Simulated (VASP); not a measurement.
# P (P6_422) in VASP: notebook, part 2 of 2

VASP 6.6.1. The steps go on from the part before.

## 3. Single point, PBE

This run uses another cell than the first one, of 21.92 Å³/atom, 1.088 times its volume.

Contents of INCAR:

```
PREC     = Accurate       # precision mode
ENCUT    = 520            # plane-wave cutoff, eV
EDIFF    = 1E-6           # SCF threshold, eV
ISMEAR   = 0              # smearing method
SIGMA    = 0.1            # smearing width, eV
LREAL    = F              # projectors in reciprocal space
LASPH    = T              # aspherical terms in the spheres
NELM     = 80             # most SCF steps
ALGO     = Normal         # electronic algorithm
ISIF     = 2              # what is computed and relaxed
LWAVE    = F              # write WAVECAR
LCHARG   = F              # write CHGCAR
GGA      = PE             # functional
NBANDS   = 24             # bands
```

Contents of KPOINTS:

```
Automatic mesh
0
Gamma
  6 6 4
```

Contents of POSCAR:

```
P
1.0
    4.8131764400      0.0000000000      0.0000000000
   -2.4065882200      4.1683330700      0.0000000000
    0.0000000000      0.0000000000      6.5543989100
P
6
Direct
    0.2982654200      0.0000000000      0.5000000000
    0.0000000000      0.2982654200      0.8333333300
    0.7017345800      0.7017345800      0.1666666700
    0.7017345800      0.0000000000      0.5000000000
    0.0000000000      0.7017345800      0.8333333300
    0.2982654200      0.2982654200      0.1666666700
```

Potentials or basis: VASP PAW PBE potentials, release 64 (P).

On the command line:

```
$ cat potpaw_PBE.64/P/POTCAR > POTCAR
$ mpirun -np 1 vasp_std > vasp.out
```

OUTCAR:

```text
PREC = Accurate
   ENCUT = 520
   EDIFF = 1E-6
   ISMEAR = 0
   LREAL = F
   LASPH = T
   NELM = 80
   ISIF = 2
   GGA = PE

 ion  position               nearest neighbor table
   1  0.298  0.000  0.500-   4 1.94   5 2.61   6 2.61   4 2.87
   2  0.000  0.298  0.833-   5 1.94   4 2.61   6 2.61   5 2.87
   3  0.702  0.702  0.167-   6 1.94   4 2.61   5 2.61   6 2.87
   4  0.702  0.000  0.500-   1 1.94   2 2.61   3 2.61   1 2.87
   5  0.000  0.702  0.833-   2 1.94   1 2.61   3 2.61   2 2.87
   6  0.298  0.298  0.167-   3 1.94   1 2.61   2 2.61   3 2.87

  LATTYP: Found a hexagonal cell.
 ALAT       =     4.8131764400
 C/A-ratio  =     1.3617616125

  Lattice vectors:

 A1 = (   4.8131764400,   0.0000000000,   0.0000000000)
 A2 = (  -2.4065882200,   4.1683330700,   0.0000000000)
 A3 = (   0.0000000000,   0.0000000000,   6.5543989100)

Analysis of symmetry for initial positions (statically):
=====================================================================
 Subroutine PRICEL returns:
 Original cell was already a primitive cell.

 Routine SETGRP: Setting up the symmetry group for a
 hexagonal supercell.

 Subroutine GETGRP returns: Found 12 space group operations
 (whereof  4 operations were pure point group operations)
 out of a pool of 24 trial point group operations.

The static configuration has the point symmetry D_2 .
 The point group associated with its full space group is D_6 .

Analysis of symmetry for dynamics (positions and initial velocities):
=====================================================================
 Subroutine PRICEL returns:
 Original cell was already a primitive cell.

 Routine SETGRP: Setting up the symmetry group for a
 hexagonal supercell.

 Subroutine GETGRP returns: Found 12 space group operations
 (whereof  4 operations were pure point group operations)
 out of a pool of 24 trial point group operations.

The dynamic configuration has the point symmetry D_2 .
 The point group associated with its full space group is D_6 .

 Subroutine INISYM returns: Found 12 space group operations
 (whereof  4 operations are pure point group operations),
 and found     1 'primitive' translations

----------------------------------------------------------------------------------------

                                     Primitive cell

  volume of cell :     131.5004

  direct lattice vectors                    reciprocal lattice vectors
     4.813176440  0.000000000  0.000000000     0.207763005  0.119952027  0.000000000
    -2.406588220  4.168333070  0.000000000     0.000000000  0.239904054  0.000000000
     0.000000000  0.000000000  6.554398910     0.000000000  0.000000000  0.152569292

  length of vectors
     4.813176440  4.813176440  6.554398910     0.239904054  0.239904054  0.152569292

  position of ions in fractional coordinates (direct lattice)
     0.298265420  0.000000000  0.500000000
     0.000000000  0.298265420  0.833333330
     0.701734580  0.701734580  0.166666670
     0.701734580  0.000000000  0.500000000
     0.000000000  0.701734580  0.833333330
     0.298265420  0.298265420  0.166666670

  ion indices of the primitive-cell ions
   primitive index   ion index
[... 30 lines left out ...]

 Found     21 irreducible k-points:

 Following reciprocal coordinates:
            Coordinates               Weight
  0.000000  0.000000  0.000000      1.000000
  0.166667  0.000000  0.000000      6.000000
  0.333333  0.000000  0.000000      6.000000
  0.500000  0.000000  0.000000      3.000000
  0.166667  0.166667  0.000000      6.000000
  0.333333  0.166667  0.000000     12.000000
[... 13 lines left out ...]
  0.333333  0.166667  0.500000     12.000000
  0.333333  0.333333  0.500000      2.000000
   k-points           NKPTS =     21   k-points in BZ     NKDIM =     21   number of bands    NBANDS=     24
   number of dos      NEDOS =    301   number of ions     NIONS =      6
   total plane-waves  NPLWV =  64800
   dimension x,y,z NGX =    36 NGY =   36 NGZ =   50
   dimension x,y,z NGXF=    72 NGYF=   72 NGZF=  100
   ions per type =               6
   NGX,Y,Z   is equivalent  to a cutoff of  12.43, 12.43, 12.68 a.u.
   NGXF,Y,Z  is equivalent  to a cutoff of  24.87, 24.87, 25.36 a.u.
 SYSTEM =  unknown system
   PREC   = accura    normal or accurate (medium, high low for compatibility)
   ISTART =      0    job   : 0-new  1-cont  2-samecut
   ICHARG =      2    charge: 1-file 2-atom 10-const
   ISPIN  =      1    spin polarized calculation?
   LNONCOLLINEAR =      F non collinear calculations
   LSORBIT =      F    spin-orbit coupling
   LASPH  =      T    aspherical Exc in radial PAW
   ENCUT  =  520.0 eV  38.22 Ry    6.18 a.u.   8.95  8.95 12.19*2*pi/ulx,y,z
   NELM   =     80;   NELMIN=  2; NELMDL= -5     # of ELM steps
   EDIFF  = 0.1E-05   stopping-criterion for ELM
   LREAL  =      F    real-space projection
   EDIFFG = 0.1E-04   stopping-criterion for IOM
   NSW    =      0    number of steps for IOM
   IBRION =     -1    ionic relax: 0-MD 1-quasi-New 2-CG
   NFREE  =      0    steps in history (QN), initial steepest desc. (CG)
   ISIF   =      2    stress and relaxation
   ISYM   =      2    0-nonsym 1-usesym 2-fastsym
   POTIM  = 0.5000    time-step for ionic-motion
   TEBEG  =    0.0;   TEEND  =   0.0 temperature during run
   PSTRESS=    0.0 pullay stress
   NELECT =      30.0000    total number of electrons
   NUPDOWN=      -1.0000    fix difference up-down
   EMIN   =  10.00;   EMAX   =-10.00  energy-range for DOS
   EFERMI =   0.00;   METHOD = LEGACY
   ISMEAR =     0;   SIGMA  =   0.10  broadening in eV -4-tet -1-fermi 0-gaus
   EFERMI_NEDOS =   21; number of points for ismear=-14 and -15
   IALGO  =     38    algorithm
   IMIX   =      4    mixing-type and parameters
     AMIX     =   0.40;   BMIX     =  1.00
     AMIX_MAG =   1.60;   BMIX_MAG =  1.00
  volume/ion in A,a.u.               =      21.92       147.90
  Fermi-wavevector in a.u.,A,eV,Ry     =   1.000321  1.890333 13.614573  1.000643
  Thomas-Fermi vector in A             =   2.132670
   LORBIT       =      0    0 simple, 1 ext, 2 COOP (PROOUT), +10 PAW based schemes
   GGA     = PE    functional components
   LHFCALC =     F    Hartree Fock is set to
   AEXX    =    0.0000 exact exchange contribution
   IVDW    =     0    specifies the selected vdW correction
   LEPSILON=     F    determine dielectric tensor
   LRPA    =     F    only Hartree local field effects (RPA)
 non-spin polarized calculation
 Gauss-broadening in eV      SIGMA  =   0.10
  energy-cutoff  :      520.00
  volume of cell :      131.50
 maximum number of plane-waves:      3558
 NGX is ok and might be reduce to    36
   NGX = 17   NGY = 17   NGZ = 25

 number of electron      29.9999999 magnetization

 Free energy of the ion-electron system (eV)
  ---------------------------------------------------
  ext. energy  EPLUGINS =         0.00000000
  ---------------------------------------------------
  free energy    TOTEN  =       -27.54321844 eV

  energy without entropy =      -27.52750784  energy(sigma->0) =      -27.53536314

 E-fermi :   4.1646     XC(G=0):  -9.1989

 val. band max:        4.1578553981   @ k =   0.3333   0.1667   0.0000
 cond. band min:       4.1767885181   @ k =   0.1667   0.1667   0.5000
 fundamental gap:      0.0189331200
 Fermi energy:         4.1646298545

 k-point     1 :       0.0000    0.0000    0.0000
  band No.  band energies     occupation
      1      -9.7838      2.00000
      2      -7.8076      2.00000
      3      -7.8076      2.00000
      4      -3.0921      2.00000
      5      -3.0921      2.00000
      6      -1.6499      2.00000
[... 556 lines left out ...]
     23       9.6528      0.00000
     24       9.6528      0.00000

------------------------ aborting loop because EDIFF is reached ----------------------------------------

  FORCE on cell =-STRESS in cart. coord.  units (eV):
  Direction    XX          YY          ZZ          XY          YZ          ZX
  --------------------------------------------------------------------------------------
  -------------------------------------------------------------------------------------
  Total        6.6704836      6.6704836     -3.9505571      0.0000000      0.0000000      0.0000000
  in kB       81.2719789     81.2719789    -48.1328811      0.0000000      0.0000000      0.0000000
  external PRESSURE =      38.1370256 kB  Pullay stress =       0.0000000 kB

 VOLUME and BASIS-vectors are now :
 -----------------------------------------------------------------------------
  energy-cutoff  :      520.00
  volume of cell :      131.50
      direct lattice vectors                 reciprocal lattice vectors
     4.813176440  0.000000000  0.000000000     0.207763005  0.119952027  0.000000000
    -2.406588220  4.168333070  0.000000000     0.000000000  0.239904054  0.000000000
     0.000000000  0.000000000  6.554398910     0.000000000  0.000000000  0.152569292

 POSITION                                       TOTAL-FORCE (eV/Angst)
 -----------------------------------------------------------------------------------
      1.43560      0.00000      3.27720        -2.322414     -0.000000     -0.000000
     -0.71780      1.24327      5.46200         1.161207     -2.011270     -0.000000
      1.68879      2.92506      1.09240         1.161207      2.011270     -0.000000
      3.37757      0.00000      3.27720         2.322414     -0.000000      0.000000
     -1.68879      2.92506      5.46200        -1.161207      2.011270      0.000000
      0.71780      1.24327      1.09240        -1.161207     -2.011270     -0.000000
 -----------------------------------------------------------------------------------
    total drift:                               -0.000000     -0.000000     -0.000018

  FREE ENERGIE OF THE ION-ELECTRON SYSTEM (eV)
  ---------------------------------------------------
  free  energy   TOTEN  =       -27.5432184371 eV

  energy  without entropy=      -27.5275078401  energy(sigma->0) =      -27.53536314
```

Wall time 37 s (1 thread of AMD EPYC 9R45 (Zen 5), shared host); peak memory 0.21 GiB.

What came out:

```yaml
Free_energy: -27.5432 eV
Pressure: 3.8 GPa
Largest_force: 2.322 eV/Å
Band_gap_on_the_k_mesh: zero (band 15 reaches 4.29 eV, above the bottom of band 16 at 3.58 eV)
```

Forces in eV/Å, atoms in the order of the input:
```
P   -2.322  0.000  0.000
P    1.161 -2.011  0.000
P    1.161  2.011  0.000
P    2.322  0.000  0.000
P   -1.161  2.011  0.000
P   -1.161 -2.011  0.000
```

Stress tensor (GPa, compression positive):
```
 8.13  0.00  0.00
 0.00  8.13  0.00
 0.00  0.00 -4.81
```

Caveat: forces of over 1 eV/Å act on the atoms, so gaps and moduli don't describe the material at rest.

## 4. Single point, PBE

This run uses another cell than the first one, of 20.08 Å³/atom, 0.997 times its volume.

Contents of INCAR:

```
ALGO = Normal ; EDIFF = 1E-6
ENCUT = 520 ; GGA = PE
ISIF = 2 ; ISMEAR = 0
LASPH = T ; LCHARG = T
LELF = T ; LREAL = F
LVHAR = T ; LWAVE = F
NBANDS = 24 ; NELM = 100
PREC = Accurate ; SIGMA = 0.1
```

Contents of KPOINTS:

```
k-points
0
Gamma
  12 12 8
```

Contents of POSCAR:

```
P
1.0
    5.1222199329      0.0000000000      0.0000000000
   -2.5611099665      4.4359725857      0.0000000000
    0.0000000000      0.0000000000      5.3034313423
P
6
Direct
    0.2900909461      0.0000000000      0.5000000000
    0.0000000000      0.2900909461      0.8333333333
    0.7099090539      0.7099090539      0.1666666667
    0.7099090539      0.0000000000      0.5000000000
    0.0000000000      0.7099090539      0.8333333333
    0.2900909461      0.2900909461      0.1666666667
```

On the command line:

```
$ cat potpaw_PBE.64/P/POTCAR > POTCAR
$ mpirun -np 1 vasp_std > vasp.out
```

It took 2.1 min on 1 thread of AMD EPYC 9R45 (Zen 5), shared host; peak memory 0.31 GiB.

The run converged. Its results:

* Free energy: -28.6329 eV
* Pressure: -0.2 GPa
* Largest force: 0.033 eV/Å
* Band gap on the k mesh: zero (band 15 reaches 5.74 eV, above the bottom of band 16 at 4.52 eV)

Forces in eV/Å, atoms in the order of the input:
```
P    0.033  0.000  0.000
P   -0.016  0.029  0.000
P   -0.016 -0.029  0.000
P   -0.033  0.000  0.000
P    0.016 -0.029  0.000
P    0.016  0.029  0.000
```

Stress tensor (GPa, compression positive):
```
-0.25  0.00  0.00
 0.00 -0.25  0.00
 0.00  0.00 -0.16
```

Levels at points of the mesh, in eV from the Fermi level:
| k point | band 13 | band 14 | band 15 | band 16 | band 17 | band 18 |
| --- | --- | --- | --- | --- | --- | --- |
| (0.00, 0.00, 0.00) | -1.15 | -1.15 | -0.88 | -0.80 | 0.27 | 0.27 |
| (0.50, 0.00, 0.00) | -2.04 | -0.83 | -0.50 | 0.65 | 1.13 | 1.17 |
| (0.00, 0.00, 0.50) | -1.43 | -1.43 | -0.32 | 0.32 | 1.39 | 1.39 |
| (0.50, 0.00, 0.50) | -0.57 | -0.40 | -0.16 | 0.12 | 0.96 | 1.69 |

## 5. Relaxation of cell and atoms, PBE

This run uses another cell than the first one, of 21.92 Å³/atom, 1.088 times its volume.

Contents of INCAR:

```
PREC     = Accurate       # precision mode
ENCUT    = 600            # plane-wave cutoff, eV
EDIFF    = 1E-6           # SCF threshold, eV
ISMEAR   = 0              # smearing method
SIGMA    = 0.1            # smearing width, eV
LREAL    = F              # projectors in reciprocal space
LASPH    = T              # aspherical terms in the spheres
NELM     = 60             # most SCF steps
ALGO     = Normal         # electronic algorithm
ISIF     = 3              # what is computed and relaxed
LWAVE    = F              # write WAVECAR
LCHARG   = F              # write CHGCAR
GGA      = PE             # functional
IBRION   = 2              # ionic algorithm
NSW      = 90             # ionic steps
EDIFFG   = -0.04          # ionic threshold
```

Contents of KPOINTS:

```
Automatic mesh
0
Gamma
  6 6 4
```

Contents of POSCAR:

```
P
1.0
    4.8131764400      0.0000000000      0.0000000000
   -2.4065882200      4.1683330700      0.0000000000
    0.0000000000      0.0000000000      6.5543989100
P
6
Direct
    0.2982654200      0.0000000000      0.5000000000
    0.0000000000      0.2982654200      0.8333333300
    0.7017345800      0.7017345800      0.1666666700
    0.7017345800      0.0000000000      0.5000000000
    0.0000000000      0.7017345800      0.8333333300
    0.2982654200      0.2982654200      0.1666666700
```

On the command line:

```
$ cat potpaw_PBE.64/P/POTCAR > POTCAR
$ mpirun -np 1 vasp_std > vasp.out
```

It took 6 min on 1 thread of AMD EPYC 9R45 (Zen 5), shared host; peak memory 0.27 GiB.

The run converged. Its results:

- Free energy: -28.5961 eV
- Relaxed volume: 20.13 Å³/atom
- Relaxed cell: a = 5.139 Å, b = 5.139 Å, c = 5.280 Å, α = 90.00°, β = 90.00°, γ = 120.00°
- Space group after relaxing (to 0.05 Å): P6_422 (No. 181)
- Energy gained by relaxing: 175.3 meV/atom
- Ionic steps: 18
- Pressure after relaxing: 0.1 GPa
- Largest force after relaxing: 0.025 eV/Å
- Band gap on the k mesh: zero (band 15 reaches 5.74 eV, above the bottom of band 16 at 4.49 eV)

Forces in eV/Å, atoms in the order of the input:
```
P   -0.025  0.000  0.000
P    0.012 -0.021  0.000
P    0.012  0.021  0.000
P    0.025  0.000  0.000
P   -0.012  0.021  0.000
P   -0.012 -0.021  0.000
```

Stress tensor (GPa, compression positive):
```
0.04 0.00 0.00
0.00 0.04 0.00
0.00 0.00 0.16
```

Step by step:
```
step  energy change (eV)  largest force (eV/Å)  pressure (GPa)  volume (Å³)
   1              0.0000                2.3225            3.83       131.50
   2             -0.0790                0.9537           -8.54       141.39
   3             -0.4651                0.0889           -4.23       135.93
   4             -0.4660                0.0361           -4.03       135.77
   5             -0.7650                0.0093           -2.89       127.52
   6             -0.9409                0.0768           -0.35       119.12
   7             -0.9464                0.1312            0.71       116.89
   8             -0.9470                0.1178            0.41       117.47
   9             -0.9592                0.0887            0.26       118.14
  10             -0.9922                0.0292           -0.16       120.10
  11             -1.0243                0.1895           -1.03       123.84
  12             -1.0299                0.1738           -1.00       123.80
  13             -1.0368                0.1442           -0.93       123.69
  14             -1.0320                0.0400           -0.79       123.37
  15             -1.0378                0.1241           -0.88       123.61
  16             -1.0430                0.1184           -0.61       122.87
  17             -1.0502                0.0942            0.26       120.68
  18             -1.0516                0.0247            0.08       120.77
```

Final structure:
```yaml
crystal:
  lattice:
    - [5.13920, 0.00000, 0.00000]
    - [-2.56960, 4.45068, 0.00000]
    - [0.00000, 0.00000, 5.28013]
  atoms:
    - { symbol: P, position: [0.29068, 0.00000, 0.50000] }
    - { symbol: P, position: [0.00000, 0.29068, 0.83333] }
    - { symbol: P, position: [0.70932, 0.70932, 0.16667] }
    - { symbol: P, position: [0.70932, 0.00000, 0.50000] }
    - { symbol: P, position: [0.00000, 0.70932, 0.83333] }
    - { symbol: P, position: [0.29068, 0.29068, 0.16667] }
```

Levels at points of the mesh, in eV from the Fermi level:
| k point | band 12 | band 13 | band 14 | band 15 | band 16 | band 17 | band 18 | band 19 |
| --- | --- | --- | --- | --- | --- | --- | --- | --- |
| (0.00, 0.00, 0.00) | -1.63 | -1.18 | -1.18 | -0.94 | -0.86 | 0.23 | 0.23 | 2.62 |
| (0.50, 0.00, 0.00) | -2.37 | -2.07 | -0.91 | -0.56 | 0.59 | 1.07 | 1.08 | 3.32 |
| (0.00, 0.00, 0.50) | -1.95 | -1.50 | -1.50 | -0.27 | 0.32 | 1.37 | 1.37 | 2.80 |
| (0.50, 0.00, 0.50) | -1.99 | -0.62 | -0.43 | -0.20 | 0.07 | 0.92 | 1.66 | 1.91 |

## 6. Overview

| task | cell | k mesh | cutoff (eV) | gap on the mesh (eV) | pressure (GPa) | largest force (eV/Å) |
| --- | --- | --- | --- | --- | --- | --- |
| single point | a = 5.113, b = 5.113, c = 5.339 Å, angles 90.0, 90.0, 120.0°, 6 atoms | 6 × 6 × 4 | 520 | none | -0.1 | 0.02 |
| single point | a = 4.813, b = 4.813, c = 6.554 Å, angles 90.0, 90.0, 120.0°, 6 atoms | 6 × 6 × 4 | 520 | none | 3.8 | 2.32 |
| single point | a = 5.122, b = 5.122, c = 5.303 Å, angles 90.0, 90.0, 120.0°, 6 atoms | 12 × 12 × 8 | 520 | none | -0.2 | 0.03 |
| relaxation of cell and atoms | relaxed from a = 4.813, b = 4.813, c = 6.554 Å, angles 90.0, 90.0, 120.0°, 6 atoms | 6 × 6 × 4 | 600 | none | 0.1 | 0.02 |

Alike in all rows: level PBE; potentials or basis VASP PAW PBE potentials, release 64 (P); no spin polarisation; smearing gaussian 0.1 eV.

Caveats: forces of over 1 eV/Å act on the atoms, so gaps and moduli don't describe the material at rest (some runs).

Total energies depend on the potentials used, so only differences within one code and one set of settings carry meaning.
